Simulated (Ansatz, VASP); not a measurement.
One calculation of Al6Co5Ni, two programs

The input INCAR:

```
PREC = Accurate
ENCUT = 520
EDIFF = 1E-6
ISMEAR = 0
SIGMA = 0.1
LREAL = False
LASPH = True
NELM = 150
ALGO = Normal
ISIF = 2
LWAVE = False
LCHARG = True
ISPIN = 2
MAGMOM = 0 0 0 0 0 0 3 -3 -3 3 -3 -2
LORBIT = 11
LMAXMIX = 4
GGA = PE
LELF = True
LVHAR = True
NBANDS = 52
```

Contents of KPOINTS:

```
regular mesh
0
Gamma
  4 4 2
```

POSCAR

```
Al6Co5Ni
1.0
    4.1903476400      0.0000000000      0.0000000000
    0.0000000000      4.1903476400      0.0000000000
    0.0000000000      0.0000000000      8.8890697000
Al Co Ni
6 5 1
Direct
    0.0000000000      0.5000000000      0.8333333300
    0.0000000000      0.5000000000      0.1666666700
    0.0000000000      0.5000000000      0.5000000000
    0.5000000000      0.0000000000      0.8333333300
    0.5000000000      0.0000000000      0.1666666700
    0.5000000000      0.0000000000      0.5000000000
    0.0000000000      0.0000000000      0.6666666700
    0.0000000000      0.0000000000      0.0000000000
    0.0000000000      0.0000000000      0.3333333300
    0.5000000000      0.5000000000      0.6666666700
    0.5000000000      0.5000000000      0.3333333300
    0.5000000000      0.5000000000      0.0000000000
```

Input for Ansatz:

```yaml
crystal:
  lattice:
    - [4.19034764, 0.0, 0.0]
    - [0.0, 4.19034764, 0.0]
    - [0.0, 0.0, 8.8890697]
  atoms:
    - { symbol: Al, position: [0.0, 0.5, 0.83333333] }
    - { symbol: Al, position: [0.0, 0.5, 0.16666667] }
    - { symbol: Al, position: [0.0, 0.5, 0.5] }
    - { symbol: Al, position: [0.5, 0.0, 0.83333333] }
    - { symbol: Al, position: [0.5, 0.0, 0.16666667] }
    - { symbol: Al, position: [0.5, 0.0, 0.5] }
    - { symbol: Co, position: [0.0, 0.0, 0.66666667], spin: 3.0 }
    - { symbol: Co, position: [0.0, 0.0, 0.0], spin: -3.0 }
    - { symbol: Co, position: [0.0, 0.0, 0.33333333], spin: -3.0 }
    - { symbol: Co, position: [0.5, 0.5, 0.66666667], spin: 3.0 }
    - { symbol: Co, position: [0.5, 0.5, 0.33333333], spin: -3.0 }
    - { symbol: Ni, position: [0.5, 0.5, 0.0], spin: -2.0 }
basis:
  ecutwfc: 420
kpoints:
  mp_grid: { grid: [4, 4, 2] }
hamiltonian:
  xc: pbe
scf:
  occupations: { method: gaussian, width: 0.1 }
  lower_state_search: "off"
output:
  forces: true
  stress: true
  eigenvalues: true
  populations: true
magnetization:
  spin_polarized: true
```

Alike in both runs: task single point; functional PBE; k mesh 4 × 4 × 2; occupations gaussian, width 0.1 eV; collinear spin.

|  | VASP | Ansatz |
| --- | --- | --- |
| version | VASP 6.6.1 | Ansatz 0.2.0 |
| potentials or method | VASP PAW PBE potentials, release 64 (Al, Co, Ni), cutoff 520 eV | scalar-relativistic, plane waves, PAW |
| valence electrons in the cell | 73 | 121 |

```tsv
	VASP	Ansatz	Ansatz less VASP
gap on the k mesh at the Fermi level (eV)	none	none	-
pressure (GPa)	-14.3	-14.2	+0.11
traceless stress, the component that is largest in VASP (GPa)	0.63	0.19	-0.436
rms of the force components (eV/Å)	0.072	0.075	+0.0023
net moment per atom (μB)	0.07	0.05	-0.023
size of the moment on the site where the two differ most (μB)	0.33	0.52	+0.186
```

Site moments also hang on the region over which each program counts them. Atom by atom the forces differ by 0.010 eV/Å (rms over components). A gap of «none» marks a metal or a gap that the smearing closes. VASP's potentials hold 73 valence electrons a cell and Ansatz's 121, so a difference there can come from the potentials and not from the codes.

The k mesh is coarse, so the values compare programs but aren't converged.
